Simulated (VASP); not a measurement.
# GaSb (Immm) in VASP: further runs

Runs on GaSb. Level: LDA. Tasks: single point.

Everything below comes from runs of VASP 6.6.1. Logs are shortened: lines on timing, memory, paths and dates and some standing lists are left out, and cuts for length are marked.

### Step 1. The cell of the first run

It takes space group Immm (No. 71, orthorhombic). The conventional cell has a = 2.987 Å, b = 5.009 Å, c = 5.606 Å, α = 90.00°, β = 90.00°, γ = 90.00°. Ga (site symmetry mmm) has 6 Sb at 2.80 to 2.92 Å and 2 Ga at 2.99 Å within 3.7 Å. Within 3.7 Å of Sb (site symmetry mmm) lie 6 Ga at 2.80 to 2.92 Å and 2 Sb at 2.99 Å.

### Step 2. Single point, LDA (20.96 Å³/atom)

INCAR

```
SYSTEM = GaSb
PREC = Accurate
ENCUT = 520
EDIFF = 1E-7
ISMEAR = 0
SIGMA = 0.15
LREAL = .False.
LASPH = .True.
NELM = 100
ALGO = Normal
ISIF = 2
LWAVE = .False.
LCHARG = .False.
GGA = CA
NBANDS = 16
```

KPOINTS

```
Automatic mesh
0
Gamma
  18 18 18
  0 0 0
```

POSCAR

```
GaSb
1.0
   -1.4932608092      2.5043532339      2.8028005002
    1.4932608092     -2.5043532339      2.8028005002
    1.4932608092      2.5043532339     -2.8028005002
Ga Sb
1 1
Direct
    0.0000000000      0.0000000000      0.0000000000
    0.5000000000      0.5000000000      0.0000000000
```

Potentials or basis: VASP PAW LDA potentials, release 64 (Ga_d, Sb).

Run with:

```
$ cat potpaw_LDA.64/Ga_d/POTCAR potpaw_LDA.64/Sb/POTCAR > POTCAR
$ mpirun -np 1 vasp_std > vasp.out
```

OUTCAR:

```text
SYSTEM = GaSb
   PREC = Accurate
   ENCUT = 520
   EDIFF = 1E-7
   ISMEAR = 0
   LREAL = .False.
   LASPH = .True.
   NELM = 100
   ISIF = 2
   GGA = CA

 ion  position               nearest neighbor table
   1  0.000  0.000  0.000-   2 2.80   2 2.80   2 2.92   2 2.92   2 2.92   2 2.92
   2  0.500  0.500  0.000-   1 2.80   1 2.80   1 2.92   1 2.92   1 2.92   1 2.92

  LATTYP: Found a body centered orthorhombic cell.
 ALAT       =     2.9865216184
 B/A-ratio  =     1.6771037038
 C/A-ratio  =     1.8769664903

  Lattice vectors:

 A1 = (  -1.4932608092,   2.5043532339,   2.8028005002)
 A2 = (   1.4932608092,  -2.5043532339,   2.8028005002)
 A3 = (   1.4932608092,   2.5043532339,  -2.8028005002)

Analysis of symmetry for initial positions (statically):
=====================================================================
 Subroutine PRICEL returns:
 Original cell was already a primitive cell.

 Routine SETGRP: Setting up the symmetry group for a
 body centered orthorhombic supercell.

 Subroutine GETGRP returns: Found  8 space group operations
 (whereof  8 operations were pure point group operations)
 out of a pool of  8 trial point group operations.

The static configuration has the point symmetry D_2h.

Analysis of symmetry for dynamics (positions and initial velocities):
=====================================================================
 Subroutine PRICEL returns:
 Original cell was already a primitive cell.

 Routine SETGRP: Setting up the symmetry group for a
 body centered orthorhombic supercell.

 Subroutine GETGRP returns: Found  8 space group operations
 (whereof  8 operations were pure point group operations)
 out of a pool of  8 trial point group operations.

The dynamic configuration has the point symmetry D_2h.

 Subroutine INISYM returns: Found  8 space group operations
 (whereof  8 operations are pure point group operations),
 and found     1 'primitive' translations

----------------------------------------------------------------------------------------

                                     Primitive cell

  volume of cell :      41.9260

  direct lattice vectors                    reciprocal lattice vectors
    -1.493260809  2.504353234  2.802800500     0.000000000  0.199652347  0.178393004
     1.493260809 -2.504353234  2.802800500     0.334837690  0.000000000  0.178393004
     1.493260809  2.504353234 -2.802800500     0.334837690  0.199652347  0.000000000

  length of vectors
     4.044416350  4.044416350  4.044416350     0.267740776  0.379394705  0.389842710

  position of ions in fractional coordinates (direct lattice)
     0.000000000  0.000000000  0.000000000
     0.500000000  0.500000000  0.000000000

  ion indices of the primitive-cell ions
   primitive index   ion index
                 1           1
                 2           2

----------------------------------------------------------------------------------------

 KPOINTS: Automatic mesh

Automatic generation of k-mesh.
 Grid dimensions read from file:
 generate k-points for:   18   18   18

 Generating k-lattice:

  Cartesian coordinates                     Fractional coordinates (reciprocal lattice)
     0.000000000  0.011091797  0.009910722     0.055555556  0.000000000 -0.000000000
     0.018602094  0.000000000  0.009910722     0.000000000  0.055555556  0.000000000
     0.018602094  0.011091797  0.000000000    -0.000000000  0.000000000  0.055555556

  Length of vectors
     0.014874488  0.021077484  0.021657928

  Shift w.r.t. Gamma in fractional coordinates (k-lattice)
     0.000000000  0.000000000  0.000000000

 Subroutine IBZKPT returns following result:
 ===========================================

 Found    865 irreducible k-points:

 Following reciprocal coordinates:
            Coordinates               Weight
  0.000000  0.000000  0.000000      1.000000
  0.055556  0.000000 -0.000000      4.000000
  0.111111  0.000000 -0.000000      4.000000
  0.166667  0.000000  0.000000      4.000000
  0.222222  0.000000 -0.000000      4.000000
  0.277778  0.000000 -0.000000      4.000000
[... 43 lines left out ...]
  free energy    TOTEN  =        -8.32686343 eV

  energy without entropy =       -8.31865983  energy(sigma->0) =       -8.32276163

 E-fermi :   8.1018     XC(G=0): -11.1137

 val. band max:        8.1013289470   @ k =   0.3333  -0.2778   0.0556
 cond. band min:       8.1070208382   @ k =  -0.2222   0.3333  -0.0000
 fundamental gap:      0.0056918912
 Fermi energy:         8.1018121781

 k-point     1 :       0.0000    0.0000    0.0000
  band No.  band energies     occupation
      1      -7.1232      2.00000
      2      -7.0090      2.00000
      3      -7.0081      2.00000
      4      -6.9709      2.00000
      5      -6.9256      2.00000
      6      -5.0075      2.00000
[... 8 lines left out ...]
     15      17.2489      0.00000
     16      18.8266      0.00000

 k-point     2 :       0.0556    0.0000   -0.0000
  band No.  band energies     occupation
      1      -7.1228      2.00000
      2      -7.0091      2.00000
      3      -7.0084      2.00000
      4      -6.9709      2.00000
      5      -6.9255      2.00000
      6      -4.9771      2.00000
[... 8 lines left out ...]
     15      17.6093      0.00000
     16      18.7055      0.00000

 k-point     3 :       0.1111    0.0000   -0.0000
  band No.  band energies     occupation
      1      -7.1218      2.00000
      2      -7.0119      2.00000
      3      -7.0069      2.00000
      4      -6.9710      2.00000
      5      -6.9252      2.00000
      6      -4.8859      2.00000
[... 8 lines left out ...]
     15      18.1031      0.00000
     16      18.6705      0.00000

 k-point     4 :       0.1667    0.0000    0.0000
  band No.  band energies     occupation
      1      -7.1204      2.00000
      2      -7.0162      2.00000
      3      -7.0046      2.00000
      4      -6.9712      2.00000
      5      -6.9247      2.00000
      6      -4.7353      2.00000
[... 8 lines left out ...]
     15      18.0165      0.00000
     16      19.1910      0.00000
[... 324 lines left out ...]
 k-point    22 :      -0.3889    0.0556    0.0000
  band No.  band energies     occupation
      1      -7.1096      2.00000
      2      -7.0338      2.00000
      3      -6.9943      2.00000
      4      -6.9764      2.00000
      5      -6.9254      2.00000
      6      -3.7316      2.00000
[... 8 lines left out ...]
     15      18.1618      0.00000
     16      19.1386      0.00000

 k-point    23 :      -0.3333    0.0556    0.0000
  band No.  band energies     occupation
      1      -7.1105      2.00000
      2      -7.0288      2.00000
      3      -6.9968      2.00000
      4      -6.9761      2.00000
      5      -6.9259      2.00000
      6      -4.0428      2.00000
[... 8 lines left out ...]
     15      18.2095      0.00000
     16      19.1987      0.00000

 k-point    24 :      -0.2778    0.0556    0.0000
  band No.  band energies     occupation
      1      -7.1118      2.00000
      2      -7.0233      2.00000
      3      -6.9997      2.00000
      4      -6.9757      2.00000
      5      -6.9266      2.00000
      6      -4.3264      2.00000
[... 8 lines left out ...]
     15      18.3244      0.00000
     16      19.2335      0.00000

 [... further k-points ...]
[... 5 lines left out ...]
  --------------------------------------------------------------------------------------
  -------------------------------------------------------------------------------------
  Total        1.9207296      1.3757543      0.3030983      0.0000000      0.0000000      0.0000000
  in kB       73.3995485     52.5736375     11.5827241      0.0000000      0.0000000      0.0000000
  external PRESSURE =      45.8519700 kB  Pullay stress =       0.0000000 kB

 VOLUME and BASIS-vectors are now :
 -----------------------------------------------------------------------------
  energy-cutoff  :      520.00
  volume of cell :       41.93
      direct lattice vectors                 reciprocal lattice vectors
    -1.493260809  2.504353234  2.802800500     0.000000000  0.199652347  0.178393004
     1.493260809 -2.504353234  2.802800500     0.334837690  0.000000000  0.178393004
     1.493260809  2.504353234 -2.802800500     0.334837690  0.199652347  0.000000000

 POSITION                                       TOTAL-FORCE (eV/Angst)
 -----------------------------------------------------------------------------------
      0.00000      0.00000      0.00000        -0.000000     -0.000000     -0.000000
      0.00000      0.00000      2.80280         0.000000      0.000000      0.000000
 -----------------------------------------------------------------------------------
    total drift:                                0.000000      0.000000      0.000000

  FREE ENERGIE OF THE ION-ELECTRON SYSTEM (eV)
  ---------------------------------------------------
  free  energy   TOTEN  =        -8.3268634312 eV

  energy  without entropy=       -8.3186598285  energy(sigma->0) =       -8.32276163
```

Wall time 12 min (1 thread of Intel Xeon 8259CL, shared host); peak memory 0.66 GiB.

What came out:

```yaml
Free_energy: -8.3269 eV
Pressure: 4.6 GPa
Band_gap_on_the_k_mesh: zero (bands 9 and 10 overlap by 6.10 eV)
```

Stress tensor (GPa, compression positive):
```
7.34 0.00 0.00
0.00 5.26 0.00
0.00 0.00 1.16
```

Levels at points of the mesh, in eV from the Fermi level:
```tsv
k point	band 6	band 7	band 8	band 9	band 10	band 11	band 12	band 13
(0.00, 0.00, 0.00)	-13.11	-2.82	-2.74	-1.82	3.20	5.90	6.05	8.81
(0.50, 0.00, 0.00)	-11.38	-8.99	-0.39	1.17	2.70	3.13	5.32	7.34
(0.00, 0.50, 0.00)	-8.45	-6.82	-1.97	-0.51	-0.43	0.82	3.08	3.68
(0.50, 0.50, 0.00)	-8.26	-5.93	-3.02	-2.74	-2.04	3.00	4.50	7.39
(0.50, 0.50, 0.50)	-10.06	-6.25	-6.01	-5.60	3.36	7.26	10.50	11.65
```

Caveat: the cell stands under pressure; spin-orbit coupling is left out, which moves the levels of the heavy elements.

### Step 3. Single point, LDA (22.14 Å³/atom)

This run uses another cell than the first one, of 22.14 Å³/atom.

INCAR

```
PREC     = Accurate       # precision mode
ENCUT    = 520            # plane-wave cutoff, eV
EDIFF    = 1E-6           # SCF threshold, eV
ISMEAR   = 0              # smearing method
SIGMA    = 0.15           # smearing width, eV
LREAL    = False          # projectors in reciprocal space
LASPH    = True           # aspherical terms in the spheres
NELM     = 60             # most SCF steps
ALGO     = Normal         # electronic algorithm
ISIF     = 2              # what is computed and relaxed
LWAVE    = False          # write WAVECAR
LCHARG   = True           # write CHGCAR
LELF     = True           # ELF
LVHAR    = True         
NBANDS   = 16             # bands
```

KPOINTS

```
regular mesh
0
Gamma
  18 18 18
```

POSCAR

```
GaSb
1.0
   -1.6042611707      2.4833080606      2.7792473442
    1.6042611707     -2.4833080606      2.7792473442
    1.6042611707      2.4833080606     -2.7792473442
Ga Sb
1 1
Direct
    0.0000000000      0.0000000000      0.0000000000
    0.5000000000      0.5000000000      0.0000000000
```

Potentials or basis: VASP PAW LDA potentials, release 64 (Ga_d, Sb).

Run with:

```
$ cat potpaw_LDA.64/Ga_d/POTCAR potpaw_LDA.64/Sb/POTCAR > POTCAR
$ mpirun -np 1 vasp_std > vasp.out
```

Wall time 3.1 min (1 thread of Intel Xeon 6975P-C (Granite Rapids), shared host); peak memory 0.68 GiB.

The run converged. Its results:

```yaml
Free_energy: -8.3758 eV
Pressure: 0.2 GPa
Band_gap_on_the_k_mesh: zero (bands 9 and 10 overlap by 6.09 eV)
```

Stress tensor (GPa, compression positive):
```
-0.72  0.00  0.00
 0.00 -0.02  0.00
 0.00  0.00  1.37
```

Levels at points of the mesh, in eV from the Fermi level:
```csv
k point,band 5,band 6,band 7,band 8,band 9,band 10,band 11,band 12,band 13,band 14
"(0.00, 0.00, 0.00)",-15.00,-12.59,-2.15,-2.03,-1.46,3.67,4.38,6.81,7.27,7.96
"(0.50, 0.00, 0.00)",-14.99,-10.78,-8.50,0.17,1.72,3.16,3.55,3.75,5.77,7.94
"(0.00, 0.50, 0.00)",-14.99,-8.73,-6.81,-1.63,-0.51,-0.20,0.83,3.00,3.61,9.67
"(0.50, 0.50, 0.00)",-14.99,-8.62,-5.55,-3.26,-2.34,-2.30,3.06,4.71,7.79,8.22
"(0.50, 0.50, 0.50)",-14.99,-9.41,-5.79,-5.61,-5.03,1.74,5.79,10.12,11.22,11.26
```

Caveat: spin-orbit coupling is left out, which moves the levels of the heavy elements.

### Step 4. Single point, LDA (22.14 Å³/atom)

This run uses another cell than the first one, of 22.14 Å³/atom.

INCAR

```
PREC     = Accurate       # precision mode
ENCUT    = 520            # plane-wave cutoff, eV
EDIFF    = 1E-7           # SCF threshold, eV
ISMEAR   = 0              # smearing method
SIGMA    = 0.15           # smearing width, eV
LREAL    = False          # projectors in reciprocal space
LASPH    = True           # aspherical terms in the spheres
NELM     = 100            # most SCF steps
ALGO     = Normal         # electronic algorithm
ISIF     = 2              # what is computed and relaxed
LWAVE    = False          # write WAVECAR
LCHARG   = False          # write CHGCAR
GGA      = CA             # functional
NBANDS   = 16             # bands
```

KPOINTS is that of step 3.

POSCAR

```
GaSb
1.0
   -1.5208001410      2.5505395492      2.8544909030
    1.5208001410     -2.5505395492      2.8544909030
    1.5208001410      2.5505395492     -2.8544909030
Ga Sb
1 1
Direct
    0.0000000000      0.0000000000      0.0000000000
    0.5000000000      0.5000000000      0.0000000000
```

Run with:

```
$ cat potpaw_LDA.64/Ga_d/POTCAR potpaw_LDA.64/Sb/POTCAR > POTCAR
$ mpirun -np 1 vasp_std > vasp.out
```

Run time: 2.7 min. Hardware: 1 thread of Intel Xeon 6975P-C (Granite Rapids), shared host; peak memory 0.69 GiB.

Results (log left out):

```
Free energy            : -8.3618 eV
Pressure               : 0.4 GPa
Band gap on the k mesh : zero (bands 9 and 10 overlap by 5.64 eV)
```

Stress tensor (GPa, compression positive):
```
 2.58  0.00  0.00
 0.00  0.91  0.00
 0.00  0.00 -2.40
```

Levels at points of the mesh, in eV from the Fermi level:
```csv
k point,band 6,band 7,band 8,band 9,band 10,band 11,band 12,band 13
"(0.00, 0.00, 0.00)",-12.64,-2.98,-2.54,-1.67,3.33,5.56,5.88,8.47
"(0.50, 0.00, 0.00)",-11.04,-8.60,-0.34,1.23,2.52,3.03,5.03,7.12
"(0.00, 0.50, 0.00)",-8.31,-6.52,-1.91,-0.43,-0.36,0.94,2.87,3.58
"(0.50, 0.50, 0.00)",-8.17,-5.55,-3.12,-2.53,-1.88,3.13,4.37,7.07
"(0.50, 0.50, 0.50)",-9.87,-6.08,-5.62,-5.24,3.25,7.14,9.99,10.99
```

Caveat: spin-orbit coupling is left out, which moves the levels of the heavy elements.

### Step 5. Single point, LDA (22.14 Å³/atom)

This run uses another cell than the first one, of 22.14 Å³/atom.

INCAR

```
ALGO = Normal
EDIFF = 1E-7
ENCUT = 520
GGA = CA
ISIF = 2
ISMEAR = 0
LASPH = T
LCHARG = F
LREAL = F
LWAVE = F
NBANDS = 16
NELM = 100
PREC = Accurate
SIGMA = 0.15
```

KPOINTS

```
k-points
0
Gamma
  18 18 18
```

POSCAR

```
GaSb
1.0
   -1.6330799523      2.4612991999      2.7546156569
    1.6330799523     -2.4612991999      2.7546156569
    1.6330799523      2.4612991999     -2.7546156569
Ga Sb
1 1
Direct
    0.0000000000      0.0000000000      0.0000000000
    0.5000000000      0.5000000000      0.0000000000
```

Run with:

```
$ cat potpaw_LDA.64/Ga_d/POTCAR potpaw_LDA.64/Sb/POTCAR > POTCAR
$ mpirun -np 1 vasp_std > vasp.out
```

Wall time 3.6 min (1 thread of Intel Xeon 6975P-C (Granite Rapids), shared host); peak memory 0.68 GiB.

The run converged. Its results:

* Free energy: -8.3653 eV
* Pressure: 0.4 GPa
* Band gap on the k mesh: zero (bands 9 and 10 overlap by 6.15 eV)

Stress tensor (GPa, compression positive):
```
-1.38  0.00  0.00
 0.00 -0.19  0.00
 0.00  0.00  2.92
```

Levels at points of the mesh, in eV from the Fermi level:
| k point | band 6 | band 7 | band 8 | band 9 | band 10 | band 11 | band 12 | band 13 |
| --- | --- | --- | --- | --- | --- | --- | --- | --- |
| (0.00, 0.00, 0.00) | -12.57 | -1.87 | -1.84 | -1.40 | 3.79 | 4.04 | 6.93 | 7.14 |
| (0.50, 0.00, 0.00) | -10.71 | -8.47 | 0.33 | 1.89 | 3.34 | 3.37 | 3.69 | 5.37 |
| (0.00, 0.50, 0.00) | -8.84 | -6.90 | -1.51 | -0.54 | -0.11 | 0.81 | 3.07 | 3.64 |
| (0.50, 0.50, 0.00) | -8.75 | -5.55 | -3.28 | -2.42 | -2.26 | 3.06 | 4.84 | 8.05 |
| (0.50, 0.50, 0.50) | -9.26 | -5.69 | -5.60 | -4.96 | 1.29 | 5.38 | 9.89 | 11.07 |

Caveat: spin-orbit coupling is left out, which moves the levels of the heavy elements.

### Step 6. Single point, LDA (20.96 Å³/atom)

INCAR

```
SYSTEM = GaSb
  PREC = Accurate
  ENCUT = 520
  EDIFF = 1E-6
  ISMEAR = 0
  SIGMA = 0.15
  LREAL = .FALSE.
  LASPH = .TRUE.
  NELM = 100
  ALGO = Normal
  ISIF = 2
  LWAVE = .FALSE.
  LCHARG = .FALSE.
  GGA = CA
  NBANDS = 16
```

KPOINTS

```
regular mesh
0
G
  18 18 18
  0 0 0
```

POSCAR

```
GaSb
1.0
   -1.4668912216      2.5267627393      2.8278805775
    1.4668912216     -2.5267627393      2.8278805775
    1.4668912216      2.5267627393     -2.8278805775
Ga Sb
1 1
Direct
    0.0000000000      0.0000000000      0.0000000000
    0.5000000000      0.5000000000      0.0000000000
```

Potentials or basis: VASP PAW LDA potentials, release 64 (Ga_d, Sb).

Run with:

```
$ cat potpaw_LDA.64/Ga_d/POTCAR potpaw_LDA.64/Sb/POTCAR > POTCAR
$ mpirun -np 1 vasp_std > vasp.out
```

Run time: 11 min. Hardware: 1 thread of Intel Xeon Platinum 8259CL at 2.50GHz (Skylake/Cascade Lake), shared host; peak memory 0.66 GiB.

It converged, with:

- Free energy: -8.3029 eV
- Pressure: 4.7 GPa
- Band gap on the k mesh: zero (bands 9 and 10 overlap by 5.88 eV)

Stress tensor (GPa, compression positive):
```
 8.96  0.00  0.00
 0.00  5.43  0.00
 0.00  0.00 -0.15
```

Levels at points of the mesh, in eV from the Fermi level:
| k point | band 6 | band 7 | band 8 | band 9 | band 10 | band 11 | band 12 | band 13 |
| --- | --- | --- | --- | --- | --- | --- | --- | --- |
| (0.00, 0.00, 0.00) | -13.14 | -3.13 | -2.92 | -1.92 | 3.08 | 5.73 | 6.37 | 8.92 |
| (0.50, 0.00, 0.00) | -11.49 | -9.03 | -0.58 | 1.00 | 2.44 | 2.90 | 5.81 | 7.85 |
| (0.00, 0.50, 0.00) | -8.29 | -6.74 | -2.06 | -0.59 | -0.37 | 0.86 | 3.05 | 3.67 |
| (0.50, 0.50, 0.00) | -8.10 | -5.95 | -2.95 | -2.80 | -1.90 | 3.03 | 4.39 | 7.16 |
| (0.50, 0.50, 0.50) | -10.24 | -6.37 | -6.02 | -5.68 | 3.92 | 7.75 | 10.04 | 12.01 |

Caveat: the cell stands under pressure; spin-orbit coupling is left out, which moves the levels of the heavy elements.

### Step 7. Overview

```csv
cell,gap on the mesh (eV),pressure (GPa)
"a = 4.044 Å, angles 136.7, 103.5, 92.3°, 2 atoms",none,4.6
"a = 4.058 Å, angles 133.4, 104.5, 93.5°, 2 atoms",none,0.2
"a = 4.119 Å, angles 136.7, 103.5, 92.3°, 2 atoms",none,0.4
"a = 4.039 Å, angles 132.3, 104.9, 94.0°, 2 atoms",none,0.4
"a = 4.066 Å, angles 137.7, 103.2, 91.9°, 2 atoms",none,4.7
```

Alike in all rows: task single point; level LDA; potentials or basis VASP PAW LDA potentials, release 64 (Ga_d, Sb); no spin polarisation; k mesh 18 × 18 × 18; cutoff (eV) 520; smearing gaussian 0.15 eV.

Caveats: spin-orbit coupling is left out, which moves the levels of the heavy elements; the cell stands under pressure (at least some runs).

Absolute energies hang on the potentials; compare differences alone.
